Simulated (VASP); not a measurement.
# Rh (P6_3/mmc) in VASP: notebook

Rh is run at these levels: PBE; tasks: single point.

All numbers are computed with VASP 6.6.1; they aren't measurements. Logs are shortened: lines on timing, memory, paths and dates and some standing lists are left out, and cuts for length are marked.

**1. The cell of the first run**

Symmetry: P6_3/mmc, No. 194, hexagonal system. Conventional cell: a = 2.709 Å, b = 2.709 Å, c = 4.473 Å, α = 90.00°, β = 90.00°, γ = 120.00°. Within 3.6 Å of Rh (site symmetry -6m2) lie 12 Rh at 2.71 to 2.73 Å.

**2. Single point, PBE (uniaxial strain along c: +2.0 %, then relaxed in part)**

The input, INCAR:

```
SYSTEM = Rh
PREC = Accurate
ENCUT = 520
EDIFF = 1E-7
ISMEAR = 0
SIGMA = 0.1
LREAL = .False.
LASPH = .True.
NELM = 100
ALGO = Normal
ISIF = 2
LWAVE = .False.
LCHARG = .False.
GGA = PE
NBANDS = 22
```

The input, KPOINTS:

```
regular mesh
0
Gamma
  21 21 12
  0 0 0
```

The input, POSCAR:

```
Rh
1.0
    2.7087541517      0.0000000000      0.0000000000
   -1.3543770758      2.3458499080      0.0000000000
    0.0000000000      0.0000000000      4.4725395502
Rh
2
Direct
    0.6666666656      0.3333333344      0.7500000000
    0.3333333344      0.6666666656      0.2500000000
```

Potentials or basis: VASP PAW PBE potentials, release 64 (Rh_pv).

Started as:

```console
cat potpaw_PBE.64/Rh_pv/POTCAR > POTCAR
mpirun -np 1 vasp_std > vasp.out
```

OUTCAR:

```text
SYSTEM = Rh
   PREC = Accurate
   ENCUT = 520
   EDIFF = 1E-7
   ISMEAR = 0
   LREAL = .False.
   LASPH = .True.
   NELM = 100
   ISIF = 2
   GGA = PE

 ion  position               nearest neighbor table
   1  0.667  0.333  0.750-   2 2.73   2 2.73   2 2.73   2 2.73   2 2.73   2 2.73
   2  0.333  0.667  0.250-   1 2.73   1 2.73   1 2.73   1 2.73   1 2.73   1 2.73

  LATTYP: Found a hexagonal cell.
 ALAT       =     2.7087541517
 C/A-ratio  =     1.6511426655

  Lattice vectors:

 A1 = (   2.7087541517,   0.0000000000,   0.0000000000)
 A2 = (  -1.3543770758,   2.3458499080,   0.0000000000)
 A3 = (   0.0000000000,   0.0000000000,   4.4725395502)

Analysis of symmetry for initial positions (statically):
=====================================================================
 Subroutine PRICEL returns:
 Original cell was already a primitive cell.

 Routine SETGRP: Setting up the symmetry group for a
 hexagonal supercell.

 Subroutine GETGRP returns: Found 24 space group operations
 (whereof 12 operations were pure point group operations)
 out of a pool of 24 trial point group operations.

The static configuration has the point symmetry D_3d.
 The point group associated with its full space group is D_6h.

Analysis of symmetry for dynamics (positions and initial velocities):
=====================================================================
 Subroutine PRICEL returns:
 Original cell was already a primitive cell.

 Routine SETGRP: Setting up the symmetry group for a
 hexagonal supercell.

 Subroutine GETGRP returns: Found 24 space group operations
 (whereof 12 operations were pure point group operations)
 out of a pool of 24 trial point group operations.

The dynamic configuration has the point symmetry D_3d.
 The point group associated with its full space group is D_6h.

 Subroutine INISYM returns: Found 24 space group operations
 (whereof 12 operations are pure point group operations),
 and found     1 'primitive' translations

----------------------------------------------------------------------------------------

                                     Primitive cell

  volume of cell :      28.4200

  direct lattice vectors                    reciprocal lattice vectors
     2.708754152  0.000000000  0.000000000     0.369173407  0.213142366  0.000000000
    -1.354377076  2.345849908  0.000000000     0.000000000  0.426284732  0.000000000
     0.000000000  0.000000000  4.472539550     0.000000000  0.000000000  0.223586620

  length of vectors
     2.708754152  2.708754152  4.472539550     0.426284732  0.426284732  0.223586620

  position of ions in fractional coordinates (direct lattice)
     0.666666666  0.333333334  0.750000000
     0.333333334  0.666666666  0.250000000

  ion indices of the primitive-cell ions
   primitive index   ion index
                 1           1
                 2           2

----------------------------------------------------------------------------------------

 KPOINTS: regular mesh

Automatic generation of k-mesh.
 Grid dimensions read from file:
 generate k-points for:   21   21   12

 Generating k-lattice:

  Cartesian coordinates                     Fractional coordinates (reciprocal lattice)
     0.017579686  0.010149636  0.000000000     0.047619048  0.000000000  0.000000000
     0.000000000  0.020299273  0.000000000     0.000000000  0.047619048  0.000000000
     0.000000000  0.000000000  0.018632218     0.000000000  0.000000000  0.083333333

  Length of vectors
     0.020299273  0.020299273  0.018632218

  Shift w.r.t. Gamma in fractional coordinates (k-lattice)
     0.000000000  0.000000000  0.000000000

 Subroutine IBZKPT returns following result:
 ===========================================

 Found    336 irreducible k-points:

 Following reciprocal coordinates:
            Coordinates               Weight
  0.000000  0.000000  0.000000      1.000000
  0.047619 -0.000000  0.000000      6.000000
  0.095238 -0.000000  0.000000      6.000000
  0.142857 -0.000000  0.000000      6.000000
  0.190476 -0.000000  0.000000      6.000000
  0.238095 -0.000000  0.000000      6.000000
[... 16 lines left out ...]
  0.142857  0.095238  0.000000     12.000000
  0.190476  0.095238  0.000000     12.000000
 [... further k-points ...]
   k-points           NKPTS =    336   k-points in BZ     NKDIM =    336   number of bands    NBANDS=     22
   number of dos      NEDOS =    301   number of ions     NIONS =      2
   total plane-waves  NPLWV =  14400
   dimension x,y,z NGX =    20 NGY =   20 NGZ =   36
   dimension x,y,z NGXF=    40 NGYF=   40 NGZF=   72
   ions per type =               2
   NGX,Y,Z   is equivalent  to a cutoff of  12.27, 12.27, 13.38 a.u.
   NGXF,Y,Z  is equivalent  to a cutoff of  24.55, 24.55, 26.76 a.u.
 SYSTEM =  Rh
   PREC   = accura    normal or accurate (medium, high low for compatibility)
   ISTART =      0    job   : 0-new  1-cont  2-samecut
   ICHARG =      2    charge: 1-file 2-atom 10-const
   ISPIN  =      1    spin polarized calculation?
   LNONCOLLINEAR =      F non collinear calculations
   LSORBIT =      F    spin-orbit coupling
   LASPH  =      T    aspherical Exc in radial PAW
   ENCUT  =  520.0 eV  38.22 Ry    6.18 a.u.   5.04  5.04  8.32*2*pi/ulx,y,z
   NELM   =    100;   NELMIN=  2; NELMDL= -5     # of ELM steps
   EDIFF  = 0.1E-06   stopping-criterion for ELM
   LREAL  =      F    real-space projection
   EDIFFG = 0.1E-05   stopping-criterion for IOM
   NSW    =      0    number of steps for IOM
   IBRION =     -1    ionic relax: 0-MD 1-quasi-New 2-CG
   NFREE  =      0    steps in history (QN), initial steepest desc. (CG)
   ISIF   =      2    stress and relaxation
   ISYM   =      2    0-nonsym 1-usesym 2-fastsym
   POTIM  = 0.5000    time-step for ionic-motion
   TEBEG  =    0.0;   TEEND  =   0.0 temperature during run
   PSTRESS=    0.0 pullay stress
   NELECT =      30.0000    total number of electrons
   NUPDOWN=      -1.0000    fix difference up-down
   EMIN   =  10.00;   EMAX   =-10.00  energy-range for DOS
   EFERMI =   0.00;   METHOD = LEGACY
   ISMEAR =     0;   SIGMA  =   0.10  broadening in eV -4-tet -1-fermi 0-gaus
   EFERMI_NEDOS =   21; number of points for ismear=-14 and -15
   IALGO  =     38    algorithm
   IMIX   =      4    mixing-type and parameters
     AMIX     =   0.40;   BMIX     =  1.00
     AMIX_MAG =   1.60;   BMIX_MAG =  1.00
  volume/ion in A,a.u.               =      14.21        95.89
  Fermi-wavevector in a.u.,A,eV,Ry     =   1.666891  3.149968 37.804144  2.778526
  Thomas-Fermi vector in A             =   2.753008
   LORBIT       =      0    0 simple, 1 ext, 2 COOP (PROOUT), +10 PAW based schemes
   GGA     = PE    functional components
   LHFCALC =     F    Hartree Fock is set to
   AEXX    =    0.0000 exact exchange contribution
   IVDW    =     0    specifies the selected vdW correction
   LEPSILON=     F    determine dielectric tensor
   LRPA    =     F    only Hartree local field effects (RPA)
 non-spin polarized calculation
 Gauss-broadening in eV      SIGMA  =   0.10
  energy-cutoff  :      520.00
  volume of cell :       28.42
 maximum number of plane-waves:       783
   NGX = 11   NGY = 11   NGZ = 17

 number of electron      30.0000001 magnetization

 Free energy of the ion-electron system (eV)
  ---------------------------------------------------
  ext. energy  EPLUGINS =         0.00000000
  ---------------------------------------------------
  free energy    TOTEN  =       -14.44125140 eV

  energy without entropy =      -14.42481117  energy(sigma->0) =      -14.43303128

 E-fermi :  11.3869     XC(G=0): -13.8182

 val. band max:       11.3865615520   @ k =   0.2857   0.0952   0.4167
 cond. band min:      11.3885531824   @ k =   0.1905   0.0476   0.3333
 fundamental gap:      0.0019916303
 Fermi energy:        11.3868603307

 k-point     1 :       0.0000    0.0000    0.0000
  band No.  band energies     occupation
      1     -35.6396      2.00000
      2     -35.0761      2.00000
      3     -35.0761      2.00000
      4     -35.0054      2.00000
      5     -34.9907      2.00000
      6     -34.9907      2.00000
[... 14 lines left out ...]
     21      29.1900      0.00000
     22      30.0390      0.00000

 k-point     2 :       0.0476   -0.0000    0.0000
  band No.  band energies     occupation
      1     -35.6349      2.00000
      2     -35.0877      2.00000
      3     -35.0797      2.00000
      4     -35.0071      2.00000
      5     -35.0027      2.00000
      6     -34.9927      2.00000
[... 14 lines left out ...]
     21      29.2884      0.00000
     22      30.1125      0.00000

 k-point     3 :       0.0952   -0.0000    0.0000
  band No.  band energies     occupation
      1     -35.6211      2.00000
      2     -35.1213      2.00000
      3     -35.0902      2.00000
      4     -35.0373      2.00000
      5     -35.0121      2.00000
      6     -34.9985      2.00000
[... 14 lines left out ...]
     21      29.5615      0.00000
     22      30.1912      0.00000

 k-point     4 :       0.1429   -0.0000    0.0000
  band No.  band energies     occupation
      1     -35.5989      2.00000
      2     -35.1740      2.00000
      3     -35.1064      2.00000
      4     -35.0910      2.00000
      5     -35.0206      2.00000
      6     -35.0078      2.00000
[... 14 lines left out ...]
     21      29.9132      0.00000
     22      29.9996      0.00000

 k-point     5 :       0.1905   -0.0000    0.0000
  band No.  band energies     occupation
      1     -35.5692      2.00000
      2     -35.2412      2.00000
      3     -35.1585      2.00000
      4     -35.1266      2.00000
      5     -35.0327      2.00000
      6     -35.0199      2.00000
[... 417 lines left out ...]
 k-point    22 :       0.0952    0.0952    0.0000
  band No.  band energies     occupation
      1     -35.5859      2.00000
      2     -35.1948      2.00000
      3     -35.1486      2.00000
      4     -35.0901      2.00000
      5     -35.0257      2.00000
      6     -35.0199      2.00000
[... 14 lines left out ...]
     21      28.9097      0.00000
     22      30.1569      0.00000

 k-point    23 :       0.1429    0.0952    0.0000
  band No.  band energies     occupation
      1     -35.5570      2.00000
      2     -35.2524      2.00000
      3     -35.2059      2.00000
      4     -35.1178      2.00000
      5     -35.0379      2.00000
      6     -35.0367      2.00000
[... 14 lines left out ...]
     21      27.8244      0.00000
     22      29.7560      0.00000

 k-point    24 :       0.1905    0.0952    0.0000
  band No.  band energies     occupation
      1     -35.5222      2.00000
      2     -35.3206      2.00000
      3     -35.2680      2.00000
      4     -35.1481      2.00000
      5     -35.0545      2.00000
      6     -35.0537      2.00000
[... 14 lines left out ...]
     21      26.9657      0.00000
     22      28.8375      0.00000

 [... further k-points ...]
[... 5 lines left out ...]
  --------------------------------------------------------------------------------------
  -------------------------------------------------------------------------------------
  Total        0.0071182      0.0071182     -1.0332257      0.0000000      0.0000000      0.0000000
  in kB        0.4012906      0.4012906    -58.2481022      0.0000000      0.0000000      0.0000000
  external PRESSURE =     -19.1485070 kB  Pullay stress =       0.0000000 kB

 VOLUME and BASIS-vectors are now :
 -----------------------------------------------------------------------------
  energy-cutoff  :      520.00
  volume of cell :       28.42
      direct lattice vectors                 reciprocal lattice vectors
     2.708754152  0.000000000  0.000000000     0.369173407  0.213142366  0.000000000
    -1.354377076  2.345849908  0.000000000     0.000000000  0.426284732  0.000000000
     0.000000000  0.000000000  4.472539550     0.000000000  0.000000000  0.223586620

 POSITION                                       TOTAL-FORCE (eV/Angst)
 -----------------------------------------------------------------------------------
      1.35438      0.78195      3.35440        -0.000000      0.000000      0.000000
      0.00000      1.56390      1.11813         0.000000      0.000000      0.000000
 -----------------------------------------------------------------------------------
    total drift:                               -0.000002      0.000001     -0.000000

  FREE ENERGIE OF THE ION-ELECTRON SYSTEM (eV)
  ---------------------------------------------------
  free  energy   TOTEN  =       -14.4412513995 eV

  energy  without entropy=      -14.4248111678  energy(sigma->0) =      -14.43303128
```

It took 3.4 min on 1 thread of AMD EPYC 7R43 (Zen 3), shared host; peak memory 0.23 GiB.

Results:

```yaml
Free_energy: -14.4413 eV
Pressure: -1.9 GPa
Band_gap_on_the_k_mesh: zero (band 15 reaches 12.02 eV, above the bottom of band 16 at 9.75 eV)
```

Levels at points of the mesh, in eV from the Fermi level:
```
           k point  band 13  band 14  band 15  band 16  band 17  band 18
(0.00, 0.00, 0.00)    -2.41    -1.67    -1.67     0.14     0.14     0.57
(0.00, 0.00, 0.50)    -2.94    -2.94    -0.41    -0.41    -0.41    -0.41
```

Caveat: the cell differs from its parent crystal (uniaxial strain along c: +2.0 %, then relaxed in part).

**3. Single point, PBE (uniaxial strain along c: +2.0 %)**

The input, INCAR:

```
  ALGO = Normal
  EDIFF = 1E-6
  ENCUT = 520
  GGA = PE
  ISIF = 2
  ISMEAR = 0
  LASPH = T
  LCHARG = F
  LREAL = F
  LWAVE = F
  NBANDS = 22
  NELM = 100
  PREC = Accurate
  SIGMA = 0.1
```

The input, KPOINTS:

```
k-points
0
Gamma
  21 21 12
```

The input, POSCAR:

```
Rh
1.0
    2.7111651778      0.0000000000      0.0000000000
   -1.3555825889      2.3479379178      0.0000000000
    0.0000000000      0.0000000000      4.4725395502
Rh
2
Direct
    0.6666666667      0.3333333333      0.7500000000
    0.3333333333      0.6666666667      0.2500000000
```

Potentials or basis: VASP PAW PBE potentials, release 64 (Rh_pv).

Started as:

```console
cat potpaw_PBE.64/Rh_pv/POTCAR > POTCAR
mpirun -np 1 vasp_std > vasp.out
```

It took 2.8 min on 1 thread of AMD EPYC 7R43 (Zen 3), shared host; peak memory 0.23 GiB.

It converged, with:

```
Free energy            : -14.4412 eV
Pressure               : -2.3 GPa
Band gap on the k mesh : zero (band 15 reaches 11.99 eV, above the bottom of band 16 at 9.72 eV)
```

Stress tensor (GPa, compression positive):
```
-0.48  0.00  0.00
 0.00 -0.48  0.00
 0.00  0.00 -6.09
```

Levels at points of the mesh, in eV from the Fermi level:
| k point | band 11 | band 12 | band 13 | band 14 | band 15 | band 16 | band 17 | band 18 | band 19 | band 20 |
| --- | --- | --- | --- | --- | --- | --- | --- | --- | --- | --- |
| (0.00, 0.00, 0.00) | -2.86 | -2.40 | -2.40 | -1.67 | -1.67 | 0.14 | 0.14 | 0.58 | 8.02 | 16.00 |
| (0.00, 0.00, 0.50) | -2.93 | -2.93 | -2.93 | -2.93 | -0.41 | -0.41 | -0.41 | -0.41 | 14.45 | 14.45 |

Caveat: the cell differs from its parent crystal (uniaxial strain along c: +2.0 %).

**4. Single point, PBE**

This run uses another cell than the first one, of 14.10 Å³/atom, 0.992 times its volume.

The input, INCAR:

```
ALGO = Fast ; EDIFF = 1E-7
ENCUT = 520 ; GGA = PE
ISIF = 2 ; ISMEAR = 0
LASPH = T ; LCHARG = T
LELF = T ; LREAL = F
LVHAR = T ; LWAVE = F
NBANDS = 22 ; NELM = 100
PREC = Accurate ; SIGMA = 0.15
```

The input, KPOINTS:

```
k-points
0
Gamma
  24 24 14
```

The input, POSCAR:

```
Rh
1.0
    2.7247891234      0.0000000000      0.0000000000
   -1.3623945617      2.3597366008      0.0000000000
    0.0000000000      0.0000000000      4.3848426969
Rh
2
Direct
    0.6666666667      0.3333333333      0.7500000000
    0.3333333333      0.6666666667      0.2500000000
```

Started as:

```console
cat potpaw_PBE.64/Rh_pv/POTCAR > POTCAR
mpirun -np 1 vasp_std > vasp.out
```

It took 2 min on 1 thread of Intel Xeon 6975P-C (Granite Rapids), shared host; peak memory 0.32 GiB.

It converged, with:

| Property | Result |
| --- | --- |
| Free energy | -14.4607 eV |
| Pressure | 0.2 GPa |
| Band gap on the k mesh | zero (band 15 reaches 12.16 eV, above the bottom of band 16 at 9.84 eV) |

Stress tensor (GPa, compression positive):
```
0.03 0.00 0.00
0.00 0.03 0.00
0.00 0.00 0.59
```

Levels at points of the mesh, in eV from the Fermi level:
| k point | band 11 | band 12 | band 13 | band 14 | band 15 | band 16 | band 17 | band 18 | band 19 | band 20 |
| --- | --- | --- | --- | --- | --- | --- | --- | --- | --- | --- |
| (0.00, 0.00, 0.00) | -2.92 | -2.41 | -2.41 | -1.88 | -1.88 | 0.12 | 0.12 | 0.80 | 8.45 | 15.84 |
| (0.50, 0.00, 0.00) | -2.59 | -2.14 | -2.10 | 0.38 | 0.61 | 0.68 | 2.94 | 5.00 | 10.18 | 10.67 |
| (0.00, 0.00, 0.50) | -3.04 | -3.04 | -3.04 | -3.04 | -0.43 | -0.43 | -0.43 | -0.43 | 14.79 | 14.79 |
| (0.50, 0.00, 0.50) | -1.63 | -1.63 | -0.30 | -0.30 | 0.56 | 0.56 | 2.63 | 2.63 | 9.09 | 9.09 |

**5. Summary**

```tsv
cell	k mesh	smearing	gap on the mesh (eV)	pressure (GPa)
a = 2.709, b = 2.709, c = 4.473 Å, angles 90.0, 90.0, 120.0°, 2 atoms	21 × 21 × 12	gaussian 0.1 eV	none	-1.9
a = 2.711, b = 2.711, c = 4.473 Å, angles 90.0, 90.0, 120.0°, 2 atoms	21 × 21 × 12	gaussian 0.1 eV	none	-2.3
a = 2.725, b = 2.725, c = 4.385 Å, angles 90.0, 90.0, 120.0°, 2 atoms	24 × 24 × 14	gaussian 0.15 eV	none	0.2
```

Alike in all rows: task single point; level PBE; potentials or basis VASP PAW PBE potentials, release 64 (Rh_pv); no spin polarisation; cutoff (eV) 520.

Absolute energies hang on the potentials; compare differences alone.
